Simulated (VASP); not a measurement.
# Hf (P6/mmm) in VASP: notebook, part 2 of 2

VASP 6.6.1. The steps go on from the part before.

### Step 3. Relaxation of cell and atoms, PBEsol+D3(BJ), target pressure 1e-06 GPa, at which the enthalpy is minimised

This run uses another cell than the first one, of 20.64 Å³/atom.

Contents of INCAR:

```
SYSTEM = Hf
ALGO = Normal
EDIFF = 1E-7
EDIFFG = -0.004
ENCUT = 500
GGA = PS
GGA_COMPAT = .FALSE.
IBRION = 2
ISIF = 3
ISMEAR = 0
IVDW = 12
LASPH = .TRUE.
LCHARG = .FALSE.
LREAL = .FALSE.
LWAVE = .FALSE.
NELM = 120
NELMIN = 4
NSW = 70
PREC = Accurate
PSTRESS = 9.999999999999999e-06
SIGMA = 0.1
```

Contents of KPOINTS:

```
k-points
0
G
  12 12 16
  0 0 0
```

Contents of POSCAR:

```
Hf
1.0
    4.8601677007      0.0000000000      0.0000000000
   -2.4300838503      4.2090286955      0.0000000000
    0.0000000000      0.0000000000      3.0264638204
Hf
3
Direct
    0.6666666667      0.3333333333      0.5000000000
    0.3333333333      0.6666666667      0.5000000000
    0.0000000000      0.0000000000      0.0000000000
```

Potentials or basis: VASP PAW PBE potentials, release 64 (Hf_pv).

Run with:

```sh
$ cat potpaw_PBE.64/Hf_pv/POTCAR > POTCAR
$ mpirun -np 1 vasp_std > vasp.out
```

OUTCAR:

```text
SYSTEM = Hf
   EDIFF = 1E-7
   EDIFFG = -0.004
   ENCUT = 500
   GGA = PS
   IBRION = 2
   ISIF = 3
   ISMEAR = 0
   IVDW = 12
   LASPH = .TRUE.
   LREAL = .FALSE.
   NELM = 120
   NELMIN = 4
   NSW = 70
   PREC = Accurate
   PSTRESS = 9.999999999999999e-06
 IVDW          = 12

 ion  position               nearest neighbor table
   1  0.667  0.333  0.500-   2 2.81   2 2.81   2 2.81   3 3.19   3 3.19   3 3.19   3 3.19   3 3.19
                             3 3.19
   2  0.333  0.667  0.500-   1 2.81   1 2.81   1 2.81   3 3.19   3 3.19   3 3.19   3 3.19   3 3.19
                             3 3.19
   3  0.000  0.000  0.000-   1 3.19   2 3.19   1 3.19   2 3.19   1 3.19   1 3.19   2 3.19   2 3.19
                             1 3.19   1 3.19   2 3.19   2 3.19

  LATTYP: Found a hexagonal cell.
 ALAT       =     4.8601677007
 C/A-ratio  =     0.6227076938

  Lattice vectors:

 A1 = (   4.8601677007,   0.0000000000,   0.0000000000)
 A2 = (  -2.4300838503,   4.2090286955,   0.0000000000)
 A3 = (   0.0000000000,   0.0000000000,   3.0264638204)

Analysis of symmetry for initial positions (statically):
=====================================================================
 Subroutine PRICEL returns:
 Original cell was already a primitive cell.

 Routine SETGRP: Setting up the symmetry group for a
 hexagonal supercell.

 Subroutine GETGRP returns: Found 24 space group operations
 (whereof 24 operations were pure point group operations)
 out of a pool of 24 trial point group operations.

The static configuration has the point symmetry D_6h.

Analysis of symmetry for dynamics (positions and initial velocities):
=====================================================================
 Subroutine PRICEL returns:
 Original cell was already a primitive cell.

 Routine SETGRP: Setting up the symmetry group for a
 hexagonal supercell.

 Subroutine GETGRP returns: Found 24 space group operations
 (whereof 24 operations were pure point group operations)
 out of a pool of 24 trial point group operations.

The dynamic configuration has the point symmetry D_6h.

 Subroutine INISYM returns: Found 24 space group operations
 (whereof 24 operations are pure point group operations),
 and found     1 'primitive' translations

----------------------------------------------------------------------------------------

                                     Primitive cell

  volume of cell :      61.9111

  direct lattice vectors                    reciprocal lattice vectors
     4.860167701  0.000000000  0.000000000     0.205754217  0.118792253  0.000000000
    -2.430083850  4.209028695  0.000000000     0.000000000  0.237584505  0.000000000
     0.000000000  0.000000000  3.026463820     0.000000000  0.000000000  0.330418620

  length of vectors
     4.860167701  4.860167701  3.026463820     0.237584505  0.237584505  0.330418620

  position of ions in fractional coordinates (direct lattice)
     0.666666667  0.333333333  0.500000000
     0.333333333  0.666666667  0.500000000
     0.000000000  0.000000000  0.000000000

  ion indices of the primitive-cell ions
   primitive index   ion index
                 1           1
                 2           2
                 3           3

----------------------------------------------------------------------------------------

 KPOINTS: k-points

Automatic generation of k-mesh.
 Grid dimensions read from file:
 generate k-points for:   12   12   16

 Generating k-lattice:

  Cartesian coordinates                     Fractional coordinates (reciprocal lattice)
     0.017146185  0.009899354  0.000000000     0.083333333  0.000000000  0.000000000
     0.000000000  0.019798709  0.000000000     0.000000000  0.083333333  0.000000000
     0.000000000  0.000000000  0.020651164     0.000000000  0.000000000  0.062500000

  Length of vectors
     0.019798709  0.019798709  0.020651164

  Shift w.r.t. Gamma in fractional coordinates (k-lattice)
     0.000000000  0.000000000  0.000000000

 Subroutine IBZKPT returns following result:
 ===========================================

 Found    171 irreducible k-points:

 Following reciprocal coordinates:
            Coordinates               Weight
  0.000000  0.000000  0.000000      1.000000
  0.083333  0.000000  0.000000      6.000000
  0.166667  0.000000  0.000000      6.000000
  0.250000  0.000000  0.000000      6.000000
  0.333333  0.000000  0.000000      6.000000
  0.416667  0.000000  0.000000      6.000000
[... 16 lines left out ...]
  0.250000  0.000000  0.062500     12.000000
  0.333333  0.000000  0.062500     12.000000
 [... further k-points ...]
   k-points           NKPTS =    171   k-points in BZ     NKDIM =    171   number of bands    NBANDS=     19
   number of dos      NEDOS =    301   number of ions     NIONS =      3
   total plane-waves  NPLWV =  31104
   dimension x,y,z NGX =    36 NGY =   36 NGZ =   24
   dimension x,y,z NGXF=    72 NGYF=   72 NGZF=   48
   ions per type =               3
   NGX,Y,Z   is equivalent  to a cutoff of  12.31, 12.31, 13.18 a.u.
   NGXF,Y,Z  is equivalent  to a cutoff of  24.63, 24.63, 26.37 a.u.
 SYSTEM =  Hf
   PREC   = accura    normal or accurate (medium, high low for compatibility)
   ISTART =      0    job   : 0-new  1-cont  2-samecut
   ICHARG =      2    charge: 1-file 2-atom 10-const
   ISPIN  =      1    spin polarized calculation?
   LNONCOLLINEAR =      F non collinear calculations
   LSORBIT =      F    spin-orbit coupling
   LASPH  =      T    aspherical Exc in radial PAW
   ENCUT  =  500.0 eV  36.75 Ry    6.06 a.u.   8.86  8.86  5.52*2*pi/ulx,y,z
   NELM   =    120;   NELMIN=  4; NELMDL= -5     # of ELM steps
   EDIFF  = 0.1E-06   stopping-criterion for ELM
   LREAL  =      F    real-space projection
   EDIFFG = -.4E-02   stopping-criterion for IOM
   NSW    =     70    number of steps for IOM
   IBRION =      2    ionic relax: 0-MD 1-quasi-New 2-CG
   NFREE  =      1    steps in history (QN), initial steepest desc. (CG)
   ISIF   =      3    stress and relaxation
   ISYM   =      2    0-nonsym 1-usesym 2-fastsym
   POTIM  = 0.5000    time-step for ionic-motion
   TEBEG  =    0.0;   TEEND  =   0.0 temperature during run
   PSTRESS=    0.0 pullay stress
   NELECT =      30.0000    total number of electrons
   NUPDOWN=      -1.0000    fix difference up-down
   EMIN   =  10.00;   EMAX   =-10.00  energy-range for DOS
   EFERMI =   0.00;   METHOD = LEGACY
   ISMEAR =     0;   SIGMA  =   0.10  broadening in eV -4-tet -1-fermi 0-gaus
   EFERMI_NEDOS =   21; number of points for ismear=-14 and -15
   IALGO  =     38    algorithm
   IMIX   =      4    mixing-type and parameters
     AMIX     =   0.40;   BMIX     =  1.00
     AMIX_MAG =   1.60;   BMIX_MAG =  1.00
  volume/ion in A,a.u.               =      20.64       139.27
  Fermi-wavevector in a.u.,A,eV,Ry     =   1.285856  2.429916 22.496226  1.653426
  Thomas-Fermi vector in A             =   2.417965
   LORBIT       =      0    0 simple, 1 ext, 2 COOP (PROOUT), +10 PAW based schemes
   GGA     = PS    functional components
   LHFCALC =     F    Hartree Fock is set to
   AEXX    =    0.0000 exact exchange contribution
   IVDW    =    12    specifies the selected vdW correction
   LEPSILON=     F    determine dielectric tensor
   LRPA    =     F    only Hartree local field effects (RPA)
 conjugate gradient relaxation of ions
 non-spin polarized calculation
 Gauss-broadening in eV      SIGMA  =   0.10
  energy-cutoff  :      500.00
  volume of cell :       61.91
 maximum number of plane-waves:      1593
 NGX is ok and might be reduce to    36
   NGX = 17   NGY = 17   NGZ = 11

--------------------------------------- Ionic step        1  -------------------------------------------

 number of electron      30.0000003 magnetization

 Free energy of the ion-electron system (eV)
  ---------------------------------------------------
  ext. energy  EPLUGINS =         0.00000000
  ---------------------------------------------------
  free energy    TOTEN  =       -31.38933796 eV

  energy without entropy =      -31.37805589  energy(sigma->0) =      -31.38369692

------------------------ aborting loop because EDIFF is reached ----------------------------------------

 Edisp (eV)   -1.66832

 E8    (eV) :    -1.2599
[... 163 lines left out ...]
--------------------------------------- Ionic step        5  -------------------------------------------

 number of electron      30.0000004 magnetization

 Free energy of the ion-electron system (eV)
  ---------------------------------------------------
  ext. energy  EPLUGINS =         0.00000000
  ---------------------------------------------------
  free energy    TOTEN  =       -31.38422089 eV

  energy without entropy =      -31.37295742  energy(sigma->0) =      -31.37858915

 E-fermi :   5.1572     XC(G=0): -11.7793

 val. band max:        5.1568072487   @ k =   0.5000   0.0000   0.2500
 cond. band min:       5.1592704921   @ k =   0.1667   0.0833   0.0000
 fundamental gap:      0.0024632434
 Fermi energy:         5.1571584492

 k-point     1 :       0.0000    0.0000    0.0000
  band No.  band energies     occupation
      1     -25.3884      2.00000
      2     -25.3884      2.00000
      3     -25.3733      2.00000
      4     -25.3733      2.00000
      5     -24.8868      2.00000
      6     -24.6028      2.00000
[... 505 lines left out ...]
      6     -24.6801      2.00000
[... 11 lines left out ...]
     18       6.2291      0.00000
     19       6.9165      0.00000

 [... further k-points ...]

------------------------ aborting loop because EDIFF is reached ----------------------------------------

 Edisp (eV)   -1.67372

 E8    (eV) :    -1.2639
[... 30 lines left out ...]
  energy  without entropy=      -33.0466787088  energy(sigma->0) =      -33.05231044

  enthalpy is  TOTEN    =       -33.0579417928 eV   P V=        0.0000003852

 reached required accuracy - stopping structural energy minimisation
```

OSZICAR:

```text
N       E                     dE             d eps       ncg     rms          rms(c)
DAV:   1     0.963932407374E+02    0.96393E+02   -0.16747E+04  6650   0.147E+03
DAV:   2    -0.258032981219E+02   -0.12220E+03   -0.11802E+03  7397   0.321E+02
DAV:   3    -0.323272049132E+02   -0.65239E+01   -0.60117E+01  8908   0.423E+01
[... 39 lines left out ...]
DAV:   2    -0.313842326981E+02    0.36707E-04   -0.67189E-05  8104   0.568E-02    0.253E-02
DAV:   3    -0.313842235737E+02    0.91244E-05   -0.14015E-05  8136   0.256E-02    0.179E-02
DAV:   4    -0.313842212788E+02    0.22949E-05   -0.47272E-06  8600   0.144E-02    0.151E-02
DAV:   5    -0.313842209454E+02    0.33347E-06   -0.13093E-06  7830   0.823E-03    0.569E-03
DAV:   6    -0.313842208859E+02    0.59435E-07   -0.16463E-07  4184   0.330E-03
   5 F= -.33057942E+02 E0= -.33052310E+02  d E =-.657271E-05
```

Wall time 10 min (1 thread of Oxide Virtual Turin-like, shared host); peak memory 0.27 GiB.

What came out:

| Quantity | Value |
| --- | --- |
| Free energy | -33.0579 eV |
| Relaxed volume | 20.57 Å³/atom |
| Relaxed cell | a = 4.853 Å, b = 4.853 Å, c = 3.026 Å, α = 90.00°, β = 90.00°, γ = 120.00° |
| Space group after relaxing (to 0.1 Å) | P6/mmm (No. 191) |
| Energy change on relaxing (the run minimises the enthalpy) | -0.1 meV/atom |
| Ionic steps | 5 |
| Pressure after relaxing | 0.0 GPa |
| Band gap on the k mesh | zero (bands 15 and 16 overlap by 1.03 eV) |
| Dispersion energy per atom | -0.558 eV |

Step by step:
```csv
step,energy change (eV),largest force (eV/Å),pressure (GPa),volume (Å³)
1,0.0000,0.0000,-0.39,61.91
2,0.0001,0.0000,0.51,61.46
3,-0.0003,0.0000,0.02,61.70
4,-0.0003,0.0000,0.01,61.71
5,-0.0003,0.0000,0.00,61.71
```

Final structure:
```
CELL_PARAMETERS angstrom
4.85298 0.00000 0.00000
-2.42649 4.20281 0.00000
0.00000 0.00000 3.02568
ATOMIC_POSITIONS crystal
Hf 0.66667 0.33333 0.50000
Hf 0.33333 0.66667 0.50000
Hf 0.00000 0.00000 0.00000
```

Caveat: the cell is relaxed towards a set pressure, so the run minimises the enthalpy, not the energy; the PAW data sets were made with another functional, which shifts forces and pressure a little; spin-orbit coupling is left out, which moves the levels of the heavy elements.
